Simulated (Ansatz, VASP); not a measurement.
## One calculation of HgP, two programs

```
Hg P
1.0
     0.00000    2.90741    2.90741
     2.90741    0.00000    2.90741
     2.90741    2.90741    0.00000
Hg P
1 1
Direct
  0.00000 0.00000 0.00000
  0.25000 0.25000 0.25000
```

Alike in both runs: task single point; functional PBEsol; k mesh 10 × 10 × 10; occupations gaussian, width 0.05 eV; no spin polarisation.

|  | VASP | Ansatz |
| --- | --- | --- |
| version | VASP 6.6.1 | Ansatz 0.2.0 |
| potentials or method | VASP PAW PBE potentials, release 64 (Hg, P), cutoff 500 eV | scalar-relativistic, plane waves, PAW |
| valence electrons in the cell | 17 | 25 |

VASP gave:

| Property | Result |
| --- | --- |
| pressure (GPa) | -0.9 |

Q: What did Ansatz give for the same quantities?

A: Pressure (GPa): -1.2.

VASP's potentials were made for PBE, not for PBEsol. VASP's potentials hold 17 valence electrons a cell and Ansatz's 25, so a difference there can come from the potentials and not from the codes.

Neither program's run includes spin-orbit coupling.
